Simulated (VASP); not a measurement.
# Si2Sn (P-3m1) in VASP: notebook

The runs below take Si2Sn through single point, relaxation of cell and atoms, with PBE.

Program: VASP 6.6.1. These are calculated values, not measurements. Logs are shortened: lines on timing, memory, paths and dates and some standing lists are left out, and cuts for length are marked.

**1. The cell of the first run**

Symmetry: P-3m1, No. 164, trigonal system. Conventional cell: a = 4.153 Å, b = 4.153 Å, c = 10.157 Å, α = 90.00°, β = 90.00°, γ = 120.00°. Within 3.1 Å of Si (site symmetry 3m) lie 1 Si at 2.34 Å and 3 Sn at 2.58 Å. Within 3.3 Å of Si (site symmetry 3m) lie 3 Si at 2.49 Å and 1 Sn at 2.62 Å. Sn (site symmetry 3m) has 4 Si at 2.58 to 2.62 Å within 3.4 Å.

**2. Single point, PBE**

INCAR reads:

```
SYSTEM = Si2Sn
ALGO = Normal ; EDIFF = 1E-7
ENCUT = 520 ; GGA = PE
ISIF = 2 ; ISMEAR = 0
LASPH = .True. ; LCHARG = .False.
LREAL = .False. ; LWAVE = .False.
NBANDS = 31 ; NELM = 100
PREC = Accurate ; SIGMA = 0.1
```

KPOINTS reads:

```
k-points
0
Gamma
  6 6 2
  0 0 0
```

POSCAR reads:

```
Si2Sn
1.0
    4.1528109347      0.0000000000      0.0000000000
   -2.0764054674      3.5964397666      0.0000000000
    0.0000000000      0.0000000000     10.1574990439
Si Sn
4 2
Direct
    0.0000000000      0.0000000000      0.3846665184
    0.3333333333      0.6666666667      0.0331358001
    0.0000000000      0.0000000000      0.6153334816
    0.6666666667      0.3333333333      0.9668641999
    0.6666666667      0.3333333333      0.7084657984
    0.3333333333      0.6666666667      0.2915342016
```

Potentials or basis: VASP PAW PBE potentials, release 64 (Si, Sn_d).

On the command line:

```bash
> cat potpaw_PBE.64/Si/POTCAR potpaw_PBE.64/Sn_d/POTCAR > POTCAR
> mpirun -np 1 vasp_std > vasp.out
```

OUTCAR:

```text
SYSTEM = Si2Sn
   EDIFF = 1E-7
   ENCUT = 520
   GGA = PE
   ISIF = 2
   ISMEAR = 0
   LASPH = .True.
   LREAL = .False.
   NELM = 100
   PREC = Accurate

 ion  position               nearest neighbor table
   1  0.000  0.000  0.385-   3 2.34   6 2.58   6 2.58   6 2.58
   2  0.333  0.667  0.033-   4 2.49   4 2.49   4 2.49   6 2.62
   3  0.000  0.000  0.615-   1 2.34   5 2.58   5 2.58   5 2.58
   4  0.667  0.333  0.967-   2 2.49   2 2.49   2 2.49   5 2.62
   5  0.667  0.333  0.708-   3 2.58   3 2.58   3 2.58   4 2.62
   6  0.333  0.667  0.292-   1 2.58   1 2.58   1 2.58   2 2.62

  LATTYP: Found a hexagonal cell.
 ALAT       =     4.1528109347
 C/A-ratio  =     2.4459334180

  Lattice vectors:

 A1 = (   4.1528109347,   0.0000000000,   0.0000000000)
 A2 = (  -2.0764054674,   3.5964397666,   0.0000000000)
 A3 = (   0.0000000000,   0.0000000000,  10.1574990439)

Analysis of symmetry for initial positions (statically):
=====================================================================
 Subroutine PRICEL returns:
 Original cell was already a primitive cell.

 Routine SETGRP: Setting up the symmetry group for a
 hexagonal supercell.

 Subroutine GETGRP returns: Found 12 space group operations
 (whereof 12 operations were pure point group operations)
 out of a pool of 24 trial point group operations.

The static configuration has the point symmetry D_3d.

Analysis of symmetry for dynamics (positions and initial velocities):
=====================================================================
 Subroutine PRICEL returns:
 Original cell was already a primitive cell.

 Routine SETGRP: Setting up the symmetry group for a
 hexagonal supercell.

 Subroutine GETGRP returns: Found 12 space group operations
 (whereof 12 operations were pure point group operations)
 out of a pool of 24 trial point group operations.

The dynamic configuration has the point symmetry D_3d.

 Subroutine INISYM returns: Found 12 space group operations
 (whereof 12 operations are pure point group operations),
 and found     1 'primitive' translations

----------------------------------------------------------------------------------------

                                     Primitive cell

  volume of cell :     151.7056

  direct lattice vectors                    reciprocal lattice vectors
     4.152810935  0.000000000  0.000000000     0.240800753  0.139026380  0.000000000
    -2.076405467  3.596439767  0.000000000     0.000000000  0.278052759  0.000000000
     0.000000000  0.000000000 10.157499044     0.000000000  0.000000000  0.098449431

  length of vectors
     4.152810935  4.152810935 10.157499044     0.278052759  0.278052759  0.098449431

  position of ions in fractional coordinates (direct lattice)
     0.000000000  0.000000000  0.384666518
     0.333333333  0.666666667  0.033135800
     0.000000000  0.000000000  0.615333482
     0.666666667  0.333333333  0.966864200
     0.666666667  0.333333333  0.708465798
     0.333333333  0.666666667  0.291534202

  ion indices of the primitive-cell ions
   primitive index   ion index
                 1           1
                 2           2
                 3           3
                 4           4
                 5           5
                 6           6

----------------------------------------------------------------------------------------

 KPOINTS: k-points

Automatic generation of k-mesh.
 Grid dimensions read from file:
 generate k-points for:    6    6    2

 Generating k-lattice:

  Cartesian coordinates                     Fractional coordinates (reciprocal lattice)
     0.040133459  0.023171063  0.000000000     0.166666667 -0.000000000  0.000000000
     0.000000000  0.046342127  0.000000000     0.000000000  0.166666667  0.000000000
     0.000000000  0.000000000  0.049224715     0.000000000  0.000000000  0.500000000

  Length of vectors
     0.046342127  0.046342127  0.049224715

  Shift w.r.t. Gamma in fractional coordinates (k-lattice)
     0.000000000  0.000000000  0.000000000

 Subroutine IBZKPT returns following result:
 ===========================================

 Found     14 irreducible k-points:

 Following reciprocal coordinates:
            Coordinates               Weight
  0.000000  0.000000  0.000000      1.000000
  0.166667  0.000000  0.000000      6.000000
  0.333333  0.000000  0.000000      6.000000
  0.500000  0.000000  0.000000      3.000000
  0.166667  0.166667  0.000000      6.000000
  0.333333  0.166667  0.000000     12.000000
  0.333333  0.333333  0.000000      2.000000
  0.000000  0.000000  0.500000      1.000000
  0.166667  0.000000  0.500000      6.000000
  0.333333  0.000000  0.500000      6.000000
  0.500000  0.000000  0.500000      3.000000
  0.166667  0.166667  0.500000      6.000000
  0.333333  0.166667  0.500000     12.000000
  0.333333  0.333333  0.500000      2.000000
   k-points           NKPTS =     14   k-points in BZ     NKDIM =     14   number of bands    NBANDS=     31
   number of dos      NEDOS =    301   number of ions     NIONS =      6
   total plane-waves  NPLWV =  81920
   dimension x,y,z NGX =    32 NGY =   32 NGZ =   80
   dimension x,y,z NGXF=    64 NGYF=   64 NGZF=  160
   ions per type =               4   2
   NGX,Y,Z   is equivalent  to a cutoff of  12.81, 12.81, 13.09 a.u.
   NGXF,Y,Z  is equivalent  to a cutoff of  25.62, 25.62, 26.19 a.u.
 SYSTEM =  Si2Sn
   PREC   = accura    normal or accurate (medium, high low for compatibility)
   ISTART =      0    job   : 0-new  1-cont  2-samecut
   ICHARG =      2    charge: 1-file 2-atom 10-const
   ISPIN  =      1    spin polarized calculation?
   LNONCOLLINEAR =      F non collinear calculations
   LSORBIT =      F    spin-orbit coupling
   LASPH  =      T    aspherical Exc in radial PAW
   ENCUT  =  520.0 eV  38.22 Ry    6.18 a.u.   7.72  7.72 18.89*2*pi/ulx,y,z
   NELM   =    100;   NELMIN=  2; NELMDL= -5     # of ELM steps
   EDIFF  = 0.1E-06   stopping-criterion for ELM
   LREAL  =      F    real-space projection
   EDIFFG = 0.1E-05   stopping-criterion for IOM
   NSW    =      0    number of steps for IOM
   IBRION =     -1    ionic relax: 0-MD 1-quasi-New 2-CG
   NFREE  =      0    steps in history (QN), initial steepest desc. (CG)
   ISIF   =      2    stress and relaxation
   ISYM   =      2    0-nonsym 1-usesym 2-fastsym
   POTIM  = 0.5000    time-step for ionic-motion
   TEBEG  =    0.0;   TEEND  =   0.0 temperature during run
   PSTRESS=    0.0 pullay stress
   NELECT =      44.0000    total number of electrons
   NUPDOWN=      -1.0000    fix difference up-down
   EMIN   =  10.00;   EMAX   =-10.00  energy-range for DOS
   EFERMI =   0.00;   METHOD = LEGACY
   ISMEAR =     0;   SIGMA  =   0.10  broadening in eV -4-tet -1-fermi 0-gaus
   EFERMI_NEDOS =   21; number of points for ismear=-14 and -15
   IALGO  =     38    algorithm
   IMIX   =      4    mixing-type and parameters
     AMIX     =   0.40;   BMIX     =  1.00
     AMIX_MAG =   1.60;   BMIX_MAG =  1.00
  volume/ion in A,a.u.               =      25.28       170.63
  Fermi-wavevector in a.u.,A,eV,Ry     =   1.083657  2.047815 15.977489  1.174312
  Thomas-Fermi vector in A             =   2.219728
   LORBIT       =      0    0 simple, 1 ext, 2 COOP (PROOUT), +10 PAW based schemes
   GGA     = PE    functional components
   LHFCALC =     F    Hartree Fock is set to
   AEXX    =    0.0000 exact exchange contribution
   IVDW    =     0    specifies the selected vdW correction
   LEPSILON=     F    determine dielectric tensor
   LRPA    =     F    only Hartree local field effects (RPA)
 non-spin polarized calculation
 Gauss-broadening in eV      SIGMA  =   0.10
  energy-cutoff  :      520.00
  volume of cell :      151.71
 maximum number of plane-waves:      4118
 NGX is ok and might be reduce to    32
   NGX = 15   NGY = 15   NGZ = 37

 number of electron      43.9999992 magnetization

 Free energy of the ion-electron system (eV)
  ---------------------------------------------------
  ext. energy  EPLUGINS =         0.00000000
  ---------------------------------------------------
  free energy    TOTEN  =       -28.38606638 eV

  energy without entropy =      -28.38390263  energy(sigma->0) =      -28.38498451

 E-fermi :   5.7995     XC(G=0):  -9.1185

 val. band max:        5.7609595629   @ k =   0.0000   0.0000   0.5000
 cond. band min:       5.8599495302   @ k =   0.0000   0.0000   0.0000
 fundamental gap:      0.0989899673
 Fermi energy:         5.7995310346

 k-point     1 :       0.0000    0.0000    0.0000
  band No.  band energies     occupation
      1     -15.5984      2.00000
      2     -15.5984      2.00000
      3     -15.5978      2.00000
      4     -15.5978      2.00000
      5     -15.5966      2.00000
      6     -15.5952      2.00000
[... 23 lines left out ...]
     30       8.8644      0.00000
     31       9.1770      0.00000

 k-point     2 :       0.1667    0.0000    0.0000
  band No.  band energies     occupation
      1     -15.6025      2.00000
      2     -15.6016      2.00000
      3     -15.5940      2.00000
      4     -15.5934      2.00000
      5     -15.5912      2.00000
      6     -15.5899      2.00000
[... 23 lines left out ...]
     30       9.3531      0.00000
     31       9.8352      0.00000

 k-point     3 :       0.3333    0.0000    0.0000
  band No.  band energies     occupation
      1     -15.6087      2.00000
      2     -15.6073      2.00000
      3     -15.5865      2.00000
      4     -15.5857      2.00000
      5     -15.5829      2.00000
      6     -15.5820      2.00000
[... 23 lines left out ...]
     30      10.0569      0.00000
     31      10.5314      0.00000

 k-point     4 :       0.5000    0.0000    0.0000
  band No.  band energies     occupation
      1     -15.6117      2.00000
      2     -15.6101      2.00000
      3     -15.5836      2.00000
      4     -15.5826      2.00000
      5     -15.5793      2.00000
      6     -15.5786      2.00000
[... 295 lines left out ...]
     30       9.9188      0.00000
     31      10.4227      0.00000

 k-point    13 :       0.3333    0.1667    0.5000
  band No.  band energies     occupation
      1     -15.6072      2.00000
      2     -15.6054      2.00000
      3     -15.5865      2.00000
      4     -15.5862      2.00000
      5     -15.5796      2.00000
      6     -15.5787      2.00000
[... 23 lines left out ...]
     30      10.0841      0.00000
     31      10.7273      0.00000

 k-point    14 :       0.3333    0.3333    0.5000
  band No.  band energies     occupation
      1     -15.6038      2.00000
      2     -15.6011      2.00000
      3     -15.5874      2.00000
      4     -15.5874      2.00000
      5     -15.5788      2.00000
      6     -15.5788      2.00000
[... 23 lines left out ...]
     30      10.3597      0.00000
     31      11.0830      0.00000

------------------------ aborting loop because EDIFF is reached ----------------------------------------

  FORCE on cell =-STRESS in cart. coord.  units (eV):
  Direction    XX          YY          ZZ          XY          YZ          ZX
  --------------------------------------------------------------------------------------
  -------------------------------------------------------------------------------------
  Total        0.0299550      0.0299550      0.1452210     -0.0000000      0.0000000     -0.0000000
  in kB        0.3163575      0.3163575      1.5336926     -0.0000000      0.0000000     -0.0000000
  external PRESSURE =       0.7221359 kB  Pullay stress =       0.0000000 kB

 VOLUME and BASIS-vectors are now :
 -----------------------------------------------------------------------------
  energy-cutoff  :      520.00
  volume of cell :      151.71
      direct lattice vectors                 reciprocal lattice vectors
     4.152810935  0.000000000  0.000000000     0.240800753  0.139026380  0.000000000
    -2.076405467  3.596439767  0.000000000     0.000000000  0.278052759  0.000000000
     0.000000000  0.000000000 10.157499044     0.000000000  0.000000000  0.098449431

 POSITION                                       TOTAL-FORCE (eV/Angst)
 -----------------------------------------------------------------------------------
      0.00000      0.00000      3.90725        -0.000000      0.000000     -0.003255
     -0.00000      2.39763      0.33658         0.000000      0.000000     -0.015613
      0.00000      0.00000      6.25025         0.000000     -0.000000      0.003255
      2.07641      1.19881      9.82092         0.000000      0.000000      0.015613
      2.07641      1.19881      7.19624         0.000000      0.000000     -0.007667
     -0.00000      2.39763      2.96126        -0.000000     -0.000000      0.007667
 -----------------------------------------------------------------------------------
    total drift:                               -0.000000      0.000000      0.000000

  FREE ENERGIE OF THE ION-ELECTRON SYSTEM (eV)
  ---------------------------------------------------
  free  energy   TOTEN  =       -28.3860663832 eV

  energy  without entropy=      -28.3839026272  energy(sigma->0) =      -28.38498451
```

Wall time 1.9 min (1 thread of Intel Xeon 8259CL, shared host); peak memory 0.28 GiB.

What came out:

- Free energy: -28.3861 eV
- Pressure: 0.1 GPa
- Largest force: 0.016 eV/Å
- Band gap on the k mesh: zero (bands 22 and 23 overlap by 0.10 eV)

Forces in eV/Å, atoms in the order of the input:
```
Si   0.000  0.000 -0.003
Si   0.000  0.000 -0.016
Si   0.000  0.000  0.003
Si   0.000  0.000  0.016
Sn   0.000  0.000 -0.008
Sn   0.000  0.000  0.008
```

Stress tensor (GPa, compression positive):
```
0.03 0.00 0.00
0.00 0.03 0.00
0.00 0.00 0.15
```

Levels at points of the mesh, in eV from the Fermi level:
```
           k point  band 20  band 21  band 22  band 23  band 24  band 25
(0.00, 0.00, 0.00)    -0.27    -0.10     0.06     0.06     1.00     1.25
(0.50, 0.00, 0.00)    -2.77    -2.17    -1.55     0.37     0.54     1.29
(0.00, 0.00, 0.50)    -0.90    -0.17    -0.17    -0.04     1.08     1.87
(0.50, 0.00, 0.50)    -2.49    -1.44    -1.26     0.25     0.77     1.09
```

Caveat: semilocal functionals underestimate gaps, so a narrow gap can read as zero; spin-orbit coupling is left out, which moves the levels of the heavy elements.

**3. Relaxation of cell and atoms, PBE**

This run uses another cell than the first one, of 19.49 Å³/atom.

INCAR reads:

```
SYSTEM = Si2Sn
PREC     = Accurate       ! precision mode
ENCUT    = 600            ! plane-wave cutoff, eV
EDIFF    = 1E-6           ! SCF threshold, eV
ISMEAR   = 0              ! smearing method
SIGMA    = 0.1            ! smearing width, eV
LREAL    = .FALSE.        ! projectors in reciprocal space
LASPH    = .TRUE.         ! aspherical terms in the spheres
NELM     = 60             ! most SCF steps
ALGO     = Normal         ! electronic algorithm
ISIF     = 3              ! what is computed and relaxed
LWAVE    = .FALSE.        ! write WAVECAR
LCHARG   = .FALSE.        ! write CHGCAR
GGA      = PE             ! functional
IBRION   = 2              ! ionic algorithm
NSW      = 90             ! ionic steps
EDIFFG   = -0.04          ! ionic threshold
```

KPOINTS reads:

```
Automatic mesh
0
G
  6 6 2
  0 0 0
```

POSCAR reads:

```
Si2Sn
1.0
    3.8057167400      0.0000000000      0.0000000000
   -1.9028583700      3.2958473700      0.0000000000
    0.0000000000      0.0000000000      9.3220641100
Si Sn
4 2
Direct
    0.0000000000      0.0000000000      0.3750000000
    0.3333333300      0.6666666700      0.0416666700
    0.0000000000      0.0000000000      0.6250000000
    0.6666666700      0.3333333300      0.9583333300
    0.6666666700      0.3333333300      0.7083333300
    0.3333333300      0.6666666700      0.2916666700
```

Potentials or basis: VASP PAW PBE potentials, release 64 (Si, Sn_d).

On the command line:

```bash
> cat potpaw_PBE.64/Si/POTCAR potpaw_PBE.64/Sn_d/POTCAR > POTCAR
> mpirun -np 1 vasp_std > vasp.out
```

Wall time 8.2 min (1 thread of Intel Xeon 8259CL, shared host); peak memory 0.28 GiB.

Results (log left out):

```
Free energy                           : -28.3807 eV
Relaxed volume                        : 25.34 Å³/atom
Relaxed cell                          : a = 4.155 Å, b = 4.155 Å, c = 10.170 Å, α = 90.00°, β = 90.00°, γ = 120.00°
Space group after relaxing (to 0.1 Å) : P-3m1 (No. 164)
Energy gained by relaxing             : 508.6 meV/atom
Ionic steps                           : 8
Pressure after relaxing               : -0.1 GPa
Largest force after relaxing          : 0.031 eV/Å
Band gap on the k mesh                : zero (bands 22 and 23 overlap by 0.09 eV)
```

Forces in eV/Å, atoms in the order of the input:
```
Si   0.000  0.000 -0.004
Si   0.000  0.000  0.007
Si   0.000  0.000  0.004
Si   0.000  0.000 -0.007
Sn   0.000  0.000  0.031
Sn   0.000  0.000 -0.031
```

Step by step:
```tsv
step	energy change (eV)	largest force (eV/Å)	pressure (GPa)	volume (Å³)
1	0.0000	2.7489	31.27	116.93
2	-1.5689	0.6486	-8.39	193.83
3	-3.0442	0.2514	-0.63	153.47
4	-3.0456	0.2747	-0.29	152.67
5	-3.0453	0.2978	0.02	151.89
6	-3.0502	0.0893	0.22	151.37
7	-3.0503	0.0846	0.27	151.29
8	-3.0515	0.0307	-0.06	152.06
```

Final structure:
```
Si Sn
1.0
     4.15501    0.00000    0.00000
    -2.07750    3.59834    0.00000
     0.00000    0.00000   10.17016
Si Sn
4 2
Direct
  0.00000 0.00000 0.38479
  0.33333 0.66667 0.03317
  0.00000 0.00000 0.61521
  0.66667 0.33333 0.96683
  0.66667 0.33333 0.70810
  0.33333 0.66667 0.29190
```

Levels at points of the mesh, in eV from the Fermi level:
| k point | band 19 | band 20 | band 21 | band 22 | band 23 | band 24 | band 25 | band 26 |
| --- | --- | --- | --- | --- | --- | --- | --- | --- |
| (0.00, 0.00, 0.00) | -1.04 | -0.27 | -0.10 | 0.06 | 0.06 | 1.00 | 1.23 | 1.93 |
| (0.50, 0.00, 0.00) | -2.79 | -2.76 | -2.17 | -1.54 | 0.38 | 0.55 | 1.29 | 1.97 |
| (0.00, 0.00, 0.50) | -0.90 | -0.90 | -0.16 | -0.16 | -0.04 | 1.07 | 1.86 | 2.25 |
| (0.50, 0.00, 0.50) | -2.91 | -2.49 | -1.43 | -1.26 | 0.26 | 0.77 | 1.09 | 2.33 |

Caveat: the volume moved by over 15 % at a fixed basis, so the end points are rough; semilocal functionals underestimate gaps, so a narrow gap can read as zero; spin-orbit coupling is left out, which moves the levels of the heavy elements.
